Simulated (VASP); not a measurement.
A run of VASP 6.6.1 is set up as follows.

The input INCAR:

```
SYSTEM = Ba
ALGO = Normal
EDIFF = 1E-6
ENCUT = 520
GGA = PS
ISIF = 2
ISMEAR = -1
IVDW = 13
LASPH = .TRUE.
LCHARG = .FALSE.
LNONCOLLINEAR = .TRUE.
LORBIT = 11
LREAL = .FALSE.
LWAVE = .FALSE.
MAGMOM = 0.289 0.289 0.289
NBANDS = 21
NELM = 150
PREC = Accurate
SIGMA = 0.01
```

Contents of KPOINTS:

```
k-points
0
G
  5 5 5
  0 0 0
```

File POSCAR:

```
Ba
1.0
    0.0000000000      3.0568885279      3.0568885279
    3.0568885279      0.0000000000      3.0568885279
    3.0568885279      3.0568885279      0.0000000000
Ba
1
Direct
    0.0000000000      0.0000000000      0.0000000000
```

Potentials or basis: VASP PAW PBE potentials, release 64 (Ba_sv).

Run with:

```bash
$ cat potpaw_PBE.64/Ba_sv/POTCAR > POTCAR
$ mpirun -np 1 vasp_ncl > vasp.out
```

(1) Estimate the dispersion energy per atom.

(2) Predict the net moment.

(3) Predict the pressure.

(4) What does it give for the band gap on the k mesh?

Answers

(1) -0.077 eV.

(2) 0.10 μB per cell.

(3) 0.1 GPa.

(4) zero (band 10 reaches 1.85 eV, above the bottom of band 11 at 1.74 eV).

Caveat: the PAW data sets were made with another functional, which shifts forces and pressure a little; spin-orbit coupling is left out, which moves the levels of the heavy elements; pairwise dispersion overbinds metals, which lowers pressure and volume.
